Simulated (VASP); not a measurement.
The system is P.

```xyz
4
Lattice="1.6367 -5.4284 0.0000 1.6367 5.4284 0.0000 0.0000 0.0000 4.5131" Properties=species:S:1:pos:R:3 pbc="T T T"
P     1.6367   -4.3877    2.6574
P     1.6367    4.3877    1.8557
P     1.6367   -1.0407    0.4008
P     1.6367    1.0407    4.1123
```

Base run:

- Program: VASP 6.6.1
- Functional: BLYP
- Potentials or basis: VASP PAW PBE potentials, release 64 (P)
- Cutoff: 500 eV
- k mesh: 8 × 8 × 6
- Occupations: fermi-dirac, width 0.05 eV
- Spin: no spin polarisation

Its results: band gap on the k mesh 0.17 eV; pressure 8.0 GPa; largest force 0.603 eV/Å.

The run is repeated on the same cell with these changes: functional from BLYP to PBE; dispersion from none to D4. What comes out?

Band gap on the k mesh 0.08 eV; pressure 0.5 GPa; largest force 0.472 eV/Å.

Several settings changed at once.

Caveats: the cell stands under pressure (at least some runs); the PAW data sets were made with another functional, which shifts forces and pressure a little (at least some runs).

A k mesh can miss the band edges.
